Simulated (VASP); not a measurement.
Here is a VASP 6.6.1 calculation.

File POSCAR:

```
BaAg2As2
1.0
   -2.2865684166      2.2865684166      5.6296301059
    2.2865684166     -2.2865684166      5.6296301059
    2.2865684166      2.2865684166     -5.6296301059
Ba Ag As
1 2 2
Direct
    0.0000000000      0.0000000000      0.0000000000
    0.7500000000      0.2500000000      0.5000000000
    0.2500000000      0.7500000000      0.5000000000
    0.3844396275      0.3844396275      0.0000000000
    0.6155603725      0.6155603725      0.0000000000
```

Contents of INCAR.step1:

```
SYSTEM = BaAg2As2
PREC     = Accurate       ! precision mode
ENCUT    = 520            ! plane-wave cutoff, eV
ISMEAR   = -1             ! smearing method
SIGMA    = 0.02           ! smearing width, eV
LREAL    = .False.        ! projectors in reciprocal space
LASPH    = .True.         ! aspherical terms in the spheres
NELM     = 60             ! most SCF steps
NBANDS   = 29             ! bands
GGA      = PE             ! functional
ALGO     = Normal         ! electronic algorithm
EDIFF    = 1E-4           ! SCF threshold, eV
LWAVE    = .True.         ! write WAVECAR
LCHARG   = .False.        ! write CHGCAR
```

File INCAR.step2:

```
SYSTEM = BaAg2As2
PREC     = Accurate       ! precision mode
ENCUT    = 520            ! plane-wave cutoff, eV
EDIFF    = 1E-6           ! SCF threshold, eV
ISMEAR   = -1             ! smearing method
SIGMA    = 0.02           ! smearing width, eV
LREAL    = .False.        ! projectors in reciprocal space
LASPH    = .True.         ! aspherical terms in the spheres
NELM     = 60             ! most SCF steps
ALGO     = Normal         ! electronic algorithm
ISIF     = 2              ! what is computed and relaxed
LWAVE    = .False.        ! write WAVECAR
LCHARG   = .True.         ! write CHGCAR
METAGGA  = R2SCAN         ! meta-GGA
LMIXTAU  = .True.       
LELF     = .True.         ! ELF
LVHAR    = .True.       
NBANDS   = 29             ! bands
ISTART   = 1
```

Contents of KPOINTS:

```
regular mesh
0
Gamma
  8 8 8
  0 0 0
```

Potentials or basis: VASP PAW PBE potentials, release 64 (Ba_sv, Ag, As).

The run is started by

```console
$ cat potpaw_PBE.64/Ba_sv/POTCAR potpaw_PBE.64/Ag/POTCAR potpaw_PBE.64/As/POTCAR > POTCAR
$ cp INCAR.step1 INCAR
$ mpirun -np 1 vasp_std > vasp.out
$ cp INCAR.step2 INCAR
$ mpirun -np 1 vasp_std > vasp.out
```

(1) What does it give for the largest force?

(2) What does it give for the pressure?

(3) What does it give for the band gap on the k mesh?

Answers

(1) 0.051 eV/Å.

(2) 0.3 GPa.

(3) zero (bands 21 and 22 overlap by 0.74 eV).

Caveat: the PAW data sets were made with another functional, which shifts forces and pressure a little; spin-orbit coupling is left out, which moves the levels of the heavy elements.
